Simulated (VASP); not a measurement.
K: single point with RPBE

The system is K.

```
K
1.0
    -2.71899    2.71899    2.71899
     2.71899   -2.71899    2.71899
     2.71899    2.71899   -2.71899
K
1
Direct
  0.00000 0.00000 0.00000
```

```json
{
  "Program": "VASP 6.6.1",
  "Task": "single point",
  "Functional": "RPBE",
  "Potentials or basis": "VASP PAW PBE potentials, release 64 (K_sv)",
  "Cutoff": "520 eV",
  "k mesh": "14 × 14 × 14",
  "Occupations": "fermi-dirac, width 0.1 eV",
  "Spin": "no spin polarisation",
  "Dipole correction": "no",
  "Further INCAR settings": "ALGO = Normal; EDIFF = 1e-07; NBANDS = 10"
}
```

```json
{
 "Pressure": "0.0 GPa"
}
```

Levels at points of the mesh, in eV from the Fermi level:
```csv
k point,band 1,band 2,band 3,band 4,band 5,band 6,band 7,band 8
"(0.00, 0.00, 0.00)",-32.30,-15.71,-15.71,-15.71,-2.03,4.25,4.25,4.25
"(0.50, 0.00, 0.00)",-32.30,-15.76,-15.73,-15.71,0.47,0.62,3.16,4.73
"(0.50, 0.50, 0.50)",-32.30,-15.75,-15.75,-15.75,1.69,1.69,3.26,3.26
```

Wall time 62 s on 1 thread of Intel Xeon 8259CL (shared host), peak memory 0.24 GiB.

Caveat: the PAW data sets were made with another functional, which shifts forces and pressure a little.
